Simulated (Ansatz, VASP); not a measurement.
Two plane-wave programs on Al2BN3

POSCAR

```
Al2BN3
1.0
    2.9413941600      0.0000000000      0.0000000000
   -1.4706970800      2.5473220652      0.0000000000
    0.0000000000      0.0000000000      7.1800449146
B Al N
1 2 3
Direct
    0.0000000000      0.0000000000      0.0125449880
    0.6666666667      0.3333333333      0.6766337789
    0.3333333333      0.6666666667      0.3196956648
    0.6666666667      0.3333333333      0.9382271751
    0.3333333333      0.6666666667      0.5789656845
    0.0000000000      0.0000000000      0.2239327086
```

File INCAR.step1:

```
SYSTEM = Al2BN3
  ALGO = Normal
  EDIFF = 1E-4
  ENCUT = 520
  GGA = PE
  ISMEAR = 0
  LASPH = .TRUE.
  LCHARG = .FALSE.
  LREAL = .FALSE.
  LWAVE = .TRUE.
  NBANDS = 21
  NELM = 80
  PREC = Accurate
  SIGMA = 0.01
```

Contents of INCAR.step2:

```
SYSTEM = Al2BN3
  ALGO = Normal
  EDIFF = 1E-6
  ENCUT = 520
  ISIF = 2
  ISMEAR = 0
  ISTART = 1
  LASPH = .TRUE.
  LCHARG = .FALSE.
  LMIXTAU = .TRUE.
  LREAL = .FALSE.
  LWAVE = .FALSE.
  METAGGA = R2SCAN
  NBANDS = 21
  NELM = 80
  PREC = Accurate
  SIGMA = 0.01
```

KPOINTS

```
k-points
0
G
  12 12 4
  0 0 0
```

Input for Ansatz:

```yaml
crystal:
  lattice:
    - [2.94139416, 0.0, 0.0]
    - [-1.47069708, 2.5473220652, 0.0]
    - [0.0, 0.0, 7.1800449146]
  atoms:
    - { symbol: B, position: [0.0, 0.0, 0.012544988] }
    - { symbol: Al, position: [0.6666666667, 0.3333333333, 0.6766337789] }
    - { symbol: Al, position: [0.3333333333, 0.6666666667, 0.3196956648] }
    - { symbol: "N", position: [0.6666666667, 0.3333333333, 0.9382271751] }
    - { symbol: "N", position: [0.3333333333, 0.6666666667, 0.5789656845] }
    - { symbol: "N", position: [0.0, 0.0, 0.2239327086] }
kpoints:
  mp_grid: { grid: [12, 12, 4] }
  band_path:
    path:
      - [0.0, 0.0, 0.0]
      - [0.5, 0.0, 0.0]
      - [0.3333333333, 0.3333333333, 0.0]
      - [0.0, 0.0, 0.5]
      - [0.5, 0.0, 0.5]
      - [0.3333333333, 0.3333333333, 0.5]
      - [0.0, 0.5, 0.0]
    npoints: 1
hamiltonian:
  xc: r2scan
scf:
  occupations: { method: fixed }
  n_extra_bands: 5
output:
  forces: true
  stress: true
  eigenvalues: true
```

Alike in both runs: task single point; functional r2SCAN; k mesh 12 × 12 × 4; no spin polarisation.

|  | VASP | Ansatz |
| --- | --- | --- |
| version | VASP 6.6.1 | Ansatz 0.2.0 |
| potentials or method | VASP PAW PBE potentials, release 64 (B, Al, N) | plane waves, PAW |
| plane-wave cutoff (eV) | 520 | 500 |
| occupations | gaussian, width 0.01 eV | fixed |
| valence electrons in the cell | 24 | 24 |

```csv
,VASP,Ansatz,Ansatz less VASP
gap on the k mesh at the Fermi level (eV),3.66,3.67,+0.009
pressure (GPa),-0.1,0.0,+0.11
rms of the force components (eV/Å),0.017,0.001,-0.0159
```

VASP's potentials were made for PBE, not for r2SCAN. Atom by atom the forces differ by 0.018 eV/Å (rms over components).
